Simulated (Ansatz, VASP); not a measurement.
# One calculation of C, two programs

```xyz
8
Lattice="-2.4104 2.3622 2.3622 2.4104 -2.4586 2.4586 2.4104 2.4586 -2.4586" Properties=species:S:1:pos:R:3 pbc="T T T"
C    -0.7845    0.7688    0.7688
C     1.6259    1.5934    1.5934
C     0.7845   -0.8002    0.8002
C     0.7845    0.8002   -0.8002
C     1.6259   -1.6584    1.6584
C     0.7845    0.7688    0.7688
C    -1.6259    1.5934    1.5934
C     1.6259    1.6584   -1.6584
```

Change from the starting cell: strain -0.0400 x Voigt [0, 0, 0, 1, 0, 0], atoms carried along.

Alike in both runs: task single point; functional LDA; k mesh 8 × 8 × 8; occupations gaussian, width 0.05 eV; no spin polarisation.

```csv
,VASP,Ansatz
version,VASP 6.6.1,Ansatz 0.2.0
potentials or method,"VASP PAW LDA potentials, release 64 (C_h), cutoff 910 eV","scalar-relativistic, plane waves, PAW"
valence electrons in the cell,32,32
```

|  | VASP | Ansatz | Ansatz less VASP |
| --- | --- | --- | --- |
| gap on the k mesh at the Fermi level (eV) | 2.71 | 2.71 | +0.005 |
| least direct gap on the mesh (eV) | 3.59 | 3.61 | +0.017 |
| rms of the force components (eV/Å) | 0.062 | 0.061 | -0.0017 |

LDA's correlation is that of Perdew and Zunger in VASP and of Perdew and Wang (1992) in Ansatz. Atom by atom the forces differ by 0.022 eV/Å (rms over components).

Noted on VASP's run: the cutoff is short for stress, so the pressure is rough.
